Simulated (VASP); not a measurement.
# Re (P6_3/mmc) in VASP: single point with LDA

Aim: the single point of Re with LDA.

All numbers are computed with VASP 6.6.1; they aren't measurements. Logs are shortened: lines on timing, memory, paths and dates and some standing lists are left out, and cuts for length are marked.

## Step 1: The cell of the first run

Symmetry: P6_3/mmc, No. 194, hexagonal system. The conventional cell has a = 2.738 Å, b = 2.738 Å, c = 4.415 Å, α = 90.00°, β = 90.00°, γ = 120.00°. Within 3.6 Å of Re (site symmetry -6m2) lie 12 Re at 2.72 to 2.74 Å.

## Step 2: Single point, LDA

File INCAR:

```
SYSTEM = Re
ALGO = Normal
EDIFF = 1E-6
ENCUT = 560
GGA_COMPAT = .FALSE.
ISIF = 2
ISMEAR = -1
LASPH = .TRUE.
LCHARG = .FALSE.
LREAL = .FALSE.
LWAVE = .FALSE.
NBANDS = 22
NELM = 120
PREC = Accurate
SIGMA = 0.05
```

File KPOINTS:

```
k-points
0
G
  21 21 12
  0 0 0
```

File POSCAR:

```
Re
1.0
    2.7378445059      0.0000000000      0.0000000000
   -1.3689222529      2.3710428937      0.0000000000
    0.0000000000      0.0000000000      4.4151473500
Re
2
Direct
    0.3333333333      0.6666666667      0.2500000000
    0.6666666667      0.3333333333      0.7500000000
```

Potentials or basis: VASP PAW LDA potentials, release 64 (Re_sv_GW).

The run is started by

```
> cat potpaw_LDA.64/Re_sv_GW/POTCAR > POTCAR
> mpirun -np 1 vasp_std > vasp.out
```

OUTCAR:

```text
SYSTEM = Re
   EDIFF = 1E-6
   ENCUT = 560
   ISIF = 2
   ISMEAR = -1
   LASPH = .TRUE.
   LREAL = .FALSE.
   NELM = 120
   PREC = Accurate

 ion  position               nearest neighbor table
   1  0.333  0.667  0.250-   2 2.72   2 2.72   2 2.72   2 2.72   2 2.72   2 2.72
   2  0.667  0.333  0.750-   1 2.72   1 2.72   1 2.72   1 2.72   1 2.72   1 2.72

  LATTYP: Found a hexagonal cell.
 ALAT       =     2.7378445059
 C/A-ratio  =     1.6126362693

  Lattice vectors:

 A1 = (   2.7378445059,   0.0000000000,   0.0000000000)
 A2 = (  -1.3689222529,   2.3710428937,   0.0000000000)
 A3 = (   0.0000000000,   0.0000000000,   4.4151473500)

Analysis of symmetry for initial positions (statically):
=====================================================================
 Subroutine PRICEL returns:
 Original cell was already a primitive cell.

 Routine SETGRP: Setting up the symmetry group for a
 hexagonal supercell.

 Subroutine GETGRP returns: Found 24 space group operations
 (whereof 12 operations were pure point group operations)
 out of a pool of 24 trial point group operations.

The static configuration has the point symmetry D_3d.
 The point group associated with its full space group is D_6h.

Analysis of symmetry for dynamics (positions and initial velocities):
=====================================================================
 Subroutine PRICEL returns:
 Original cell was already a primitive cell.

 Routine SETGRP: Setting up the symmetry group for a
 hexagonal supercell.

 Subroutine GETGRP returns: Found 24 space group operations
 (whereof 12 operations were pure point group operations)
 out of a pool of 24 trial point group operations.

The dynamic configuration has the point symmetry D_3d.
 The point group associated with its full space group is D_6h.

 Subroutine INISYM returns: Found 24 space group operations
 (whereof 12 operations are pure point group operations),
 and found     1 'primitive' translations

----------------------------------------------------------------------------------------

                                     Primitive cell

  volume of cell :      28.6611

  direct lattice vectors                    reciprocal lattice vectors
     2.737844506  0.000000000  0.000000000     0.365250838  0.210877670  0.000000000
    -1.368922253  2.371042894  0.000000000     0.000000000  0.421755339  0.000000000
     0.000000000  0.000000000  4.415147350     0.000000000  0.000000000  0.226493007

  length of vectors
     2.737844506  2.737844506  4.415147350     0.421755339  0.421755339  0.226493007

  position of ions in fractional coordinates (direct lattice)
     0.333333333  0.666666667  0.250000000
     0.666666667  0.333333333  0.750000000

  ion indices of the primitive-cell ions
   primitive index   ion index
                 1           1
                 2           2

----------------------------------------------------------------------------------------

 KPOINTS: k-points

Automatic generation of k-mesh.
 Grid dimensions read from file:
 generate k-points for:   21   21   12

 Generating k-lattice:

  Cartesian coordinates                     Fractional coordinates (reciprocal lattice)
     0.017392897  0.010041794  0.000000000     0.047619048  0.000000000  0.000000000
     0.000000000  0.020083588  0.000000000     0.000000000  0.047619048  0.000000000
     0.000000000  0.000000000  0.018874417     0.000000000  0.000000000  0.083333333

  Length of vectors
     0.020083588  0.020083588  0.018874417

  Shift w.r.t. Gamma in fractional coordinates (k-lattice)
     0.000000000  0.000000000  0.000000000

 Subroutine IBZKPT returns following result:
 ===========================================

 Found    336 irreducible k-points:

 Following reciprocal coordinates:
            Coordinates               Weight
  0.000000  0.000000  0.000000      1.000000
  0.047619  0.000000  0.000000      6.000000
  0.095238  0.000000  0.000000      6.000000
  0.142857  0.000000  0.000000      6.000000
  0.190476  0.000000  0.000000      6.000000
  0.238095  0.000000  0.000000      6.000000
[... 16 lines left out ...]
  0.142857  0.095238  0.000000     12.000000
  0.190476  0.095238  0.000000     12.000000
 [... further k-points ...]
   k-points           NKPTS =    336   k-points in BZ     NKDIM =    336   number of bands    NBANDS=     22
   number of dos      NEDOS =    301   number of ions     NIONS =      2
   total plane-waves  NPLWV =  20736
   dimension x,y,z NGX =    24 NGY =   24 NGZ =   36
   dimension x,y,z NGXF=    48 NGYF=   48 NGZF=   72
   ions per type =               2
   NGX,Y,Z   is equivalent  to a cutoff of  14.57, 14.57, 13.56 a.u.
   NGXF,Y,Z  is equivalent  to a cutoff of  29.15, 29.15, 27.11 a.u.
 SYSTEM =  Re
   PREC   = accura    normal or accurate (medium, high low for compatibility)
   ISTART =      0    job   : 0-new  1-cont  2-samecut
   ICHARG =      2    charge: 1-file 2-atom 10-const
   ISPIN  =      1    spin polarized calculation?
   LNONCOLLINEAR =      F non collinear calculations
   LSORBIT =      F    spin-orbit coupling
   LASPH  =      T    aspherical Exc in radial PAW
   ENCUT  =  560.0 eV  41.16 Ry    6.42 a.u.   5.28  5.28  8.52*2*pi/ulx,y,z
   NELM   =    120;   NELMIN=  2; NELMDL= -5     # of ELM steps
   EDIFF  = 0.1E-05   stopping-criterion for ELM
   LREAL  =      F    real-space projection
   EDIFFG = 0.1E-04   stopping-criterion for IOM
   NSW    =      0    number of steps for IOM
   IBRION =     -1    ionic relax: 0-MD 1-quasi-New 2-CG
   NFREE  =      0    steps in history (QN), initial steepest desc. (CG)
   ISIF   =      2    stress and relaxation
   ISYM   =      2    0-nonsym 1-usesym 2-fastsym
   POTIM  = 0.5000    time-step for ionic-motion
   TEBEG  =    0.0;   TEEND  =   0.0 temperature during run
   PSTRESS=    0.0 pullay stress
   NELECT =      30.0000    total number of electrons
   NUPDOWN=      -1.0000    fix difference up-down
   EMIN   =  10.00;   EMAX   =-10.00  energy-range for DOS
   EFERMI =   0.00;   METHOD = LEGACY
   ISMEAR =    -1;   SIGMA  =   0.05  broadening in eV -4-tet -1-fermi 0-gaus
   EFERMI_NEDOS =   21; number of points for ismear=-14 and -15
   IALGO  =     38    algorithm
   IMIX   =      4    mixing-type and parameters
     AMIX     =   0.40;   BMIX     =  1.00
     AMIX_MAG =   1.60;   BMIX_MAG =  1.00
  volume/ion in A,a.u.               =      14.33        96.71
  Fermi-wavevector in a.u.,A,eV,Ry     =   1.662203  3.141109 37.591802  2.762920
  Thomas-Fermi vector in A             =   2.749134
   LORBIT       =      0    0 simple, 1 ext, 2 COOP (PROOUT), +10 PAW based schemes
   GGA     = CA    functional components
   LHFCALC =     F    Hartree Fock is set to
   AEXX    =    0.0000 exact exchange contribution
   IVDW    =     0    specifies the selected vdW correction
   LEPSILON=     F    determine dielectric tensor
   LRPA    =     F    only Hartree local field effects (RPA)
 non-spin polarized calculation
  energy-cutoff  :      560.00
  volume of cell :       28.66
 maximum number of plane-waves:       878
 NGX is ok and might be reduce to    24
   NGX = 11   NGY = 11   NGZ = 17

 number of electron      30.0000002 magnetization

 Free energy of the ion-electron system (eV)
  ---------------------------------------------------
  ext. energy  EPLUGINS =         0.00000000
  ---------------------------------------------------
  free energy    TOTEN  =       -30.76457754 eV

  energy without entropy =      -30.75179298  energy(sigma->0) =      -30.75818526

 E-fermi :  13.2343     XC(G=0): -14.5781

 val. band max:       13.2315975522   @ k =   0.1429   0.1429   0.0000
 cond. band min:      13.2380884594   @ k =   0.0476   0.0000   0.0000
 fundamental gap:      0.0064909072
 Fermi energy:        13.2342904399

 k-point     1 :       0.0000    0.0000    0.0000
  band No.  band energies     occupation
      1     -66.1898      2.00000
      2     -66.0475      2.00000
      3     -28.9733      2.00000
      4     -27.8029      2.00000
      5     -27.8029      2.00000
      6     -27.6078      2.00000
[... 14 lines left out ...]
     21      23.5729      0.00000
     22      26.7776      0.00000

 k-point     2 :       0.0476    0.0000    0.0000
  band No.  band energies     occupation
      1     -66.1874      2.00000
      2     -66.0464      2.00000
      3     -28.9637      2.00000
      4     -27.8261      2.00000
      5     -27.8103      2.00000
      6     -27.6320      2.00000
[... 14 lines left out ...]
     21      23.5785      0.00000
     22      26.9979      0.00000

 k-point     3 :       0.0952    0.0000    0.0000
  band No.  band energies     occupation
      1     -66.1799      2.00000
      2     -66.0430      2.00000
      3     -28.9352      2.00000
      4     -27.8926      2.00000
      5     -27.8317      2.00000
      6     -27.7010      2.00000
[... 14 lines left out ...]
     21      23.5699      0.00000
     22      27.6268      0.00000

 k-point     4 :       0.1429    0.0000    0.0000
  band No.  band energies     occupation
      1     -66.1679      2.00000
      2     -66.0378      2.00000
      3     -28.8889      2.00000
      4     -27.9959      2.00000
      5     -27.8646      2.00000
      6     -27.8069      2.00000
[... 14 lines left out ...]
     21      23.4960      0.00000
     22      28.5539      0.00000

 k-point     5 :       0.1905    0.0000    0.0000
  band No.  band energies     occupation
      1     -66.1524      2.00000
      2     -66.0315      2.00000
      3     -28.8272      2.00000
      4     -28.1274      2.00000
      5     -27.9386      2.00000
      6     -27.9050      2.00000
[... 417 lines left out ...]
 k-point    22 :       0.0952    0.0952    0.0000
  band No.  band energies     occupation
      1     -66.1611      2.00000
      2     -66.0349      2.00000
      3     -28.8621      2.00000
      4     -28.0344      2.00000
      5     -27.9429      2.00000
      6     -27.8112      2.00000
[... 14 lines left out ...]
     21      23.4351      0.00000
     22      29.0304      0.00000

 k-point    23 :       0.1429    0.0952    0.0000
  band No.  band energies     occupation
      1     -66.1461      2.00000
      2     -66.0290      2.00000
      3     -28.8016      2.00000
      4     -28.1456      2.00000
      5     -28.0497      2.00000
      6     -27.8713      2.00000
[... 14 lines left out ...]
     21      23.2638      0.00000
     22      29.6307      0.00000

 k-point    24 :       0.1905    0.0952    0.0000
  band No.  band energies     occupation
      1     -66.1286      2.00000
      2     -66.0227      2.00000
      3     -28.7285      2.00000
      4     -28.2782      2.00000
      5     -28.1637      2.00000
      6     -27.9356      2.00000
[... 14 lines left out ...]
     21      23.0459      0.00000
     22      28.9149      0.00000

 [... further k-points ...]

------------------------ aborting loop because EDIFF is reached ----------------------------------------

  FORCE on cell =-STRESS in cart. coord.  units (eV):
  Direction    XX          YY          ZZ          XY          YZ          ZX
  --------------------------------------------------------------------------------------
  -------------------------------------------------------------------------------------
  Total        0.0012997      0.0012997     -0.0085021      0.0000000      0.0000000      0.0000000
  in kB        0.0726546      0.0726546     -0.4752755      0.0000000      0.0000000      0.0000000
  external PRESSURE =      -0.1099887 kB  Pullay stress =       0.0000000 kB

 VOLUME and BASIS-vectors are now :
 -----------------------------------------------------------------------------
  energy-cutoff  :      560.00
  volume of cell :       28.66
      direct lattice vectors                 reciprocal lattice vectors
     2.737844506  0.000000000  0.000000000     0.365250838  0.210877670  0.000000000
    -1.368922253  2.371042894  0.000000000     0.000000000  0.421755339  0.000000000
     0.000000000  0.000000000  4.415147350     0.000000000  0.000000000  0.226493007

 POSITION                                       TOTAL-FORCE (eV/Angst)
 -----------------------------------------------------------------------------------
     -0.00000      1.58070      1.10379         0.000000     -0.000000      0.000000
      1.36892      0.79035      3.31136        -0.000000      0.000000      0.000000
 -----------------------------------------------------------------------------------
    total drift:                                0.000000     -0.000000      0.000000

  FREE ENERGIE OF THE ION-ELECTRON SYSTEM (eV)
  ---------------------------------------------------
  free  energy   TOTEN  =       -30.7645775435 eV

  energy  without entropy=      -30.7517929804  energy(sigma->0) =      -30.75818526
```

It took 60 s on 1 thread of Intel Xeon 6975P-C (Granite Rapids), shared host; peak memory 0.31 GiB.

Results:

```
Free energy            : -30.7646 eV
Pressure               : 0.0 GPa
Band gap on the k mesh : zero (bands 15 and 16 overlap by 3.55 eV)
```

Levels at points of the mesh, in eV from the Fermi level:
| k point | band 12 | band 13 | band 14 | band 15 | band 16 | band 17 | band 18 | band 19 |
| --- | --- | --- | --- | --- | --- | --- | --- | --- |
| (0.00, 0.00, 0.00) | -1.66 | -1.64 | -0.79 | -0.79 | 0.16 | 0.16 | 0.84 | 3.47 |
| (0.00, 0.00, 0.50) | -2.42 | -1.80 | -1.80 | -1.80 | -1.80 | 2.64 | 2.64 | 2.64 |

Caveat: spin-orbit coupling is left out, which moves the levels of the heavy elements.
